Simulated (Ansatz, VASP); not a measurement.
# One calculation of C, two programs

INCAR

```
PREC = Accurate
ENCUT = 520
EDIFF = 1E-6
ISMEAR = 0
SIGMA = 0.05
LREAL = F
LASPH = T
NELM = 80
ALGO = Normal
ISIF = 2
LWAVE = F
LCHARG = F
GGA = PE
NBANDS = 16
```

Contents of KPOINTS:

```
Automatic mesh
0
Gamma
  10 10 6
```

Contents of POSCAR:

```
C
1.0
    0.0000000000     -1.7857375322     -1.7857375322
    0.0000000000      1.7857375322     -1.7857375322
    3.5714750644      0.0000000000      0.0000000000
C
4
Direct
    0.5000000000      0.5000000000      0.0000000000
    0.0000000000      0.0000000000      0.5000000000
    0.0000000000      0.5000000000      0.2500000000
    0.5000000000      0.0000000000      0.7500000000
```

Input for Ansatz:

```yaml
crystal:
  lattice:
    - [0.0, -1.7857375322, -1.7857375322]
    - [0.0, 1.7857375322, -1.7857375322]
    - [3.5714750644, 0.0, 0.0]
  atoms:
    - { symbol: C, position: [0.5, 0.5, 0.0] }
    - { symbol: C, position: [0.0, 0.0, 0.5] }
    - { symbol: C, position: [0.0, 0.5, 0.25] }
    - { symbol: C, position: [0.5, 0.0, 0.75] }
basis:
  ecutwfc: 420
kpoints:
  mp_grid: { grid: [10, 10, 6] }
hamiltonian:
  xc: pbe
scf:
  occupations: { method: gaussian, width: 0.05 }
output:
  forces: true
  stress: true
  eigenvalues: true
  write_density: true
  write_potential: true
  elf: true
  volumetric_format: npy
```

Alike in both runs: task single point; functional PBE; k mesh 10 × 10 × 6; occupations gaussian, width 0.05 eV; no spin polarisation.

|  | VASP | Ansatz |
| --- | --- | --- |
| version | VASP 6.6.1 | Ansatz 0.2.0 |
| potentials or method | VASP PAW PBE potentials, release 64 (C), cutoff 520 eV | scalar-relativistic, plane waves, PAW |
| valence electrons in the cell | 16 | 16 |

|  | VASP | Ansatz | Ansatz less VASP |
| --- | --- | --- | --- |
| gap on the k mesh at the Fermi level (eV) | 4.14 | 4.15 | +0.007 |
| least direct gap on the mesh (eV) | 4.75 | 4.76 | +0.008 |
| pressure (GPa) | 0.7 | 0.0 | -0.67 |
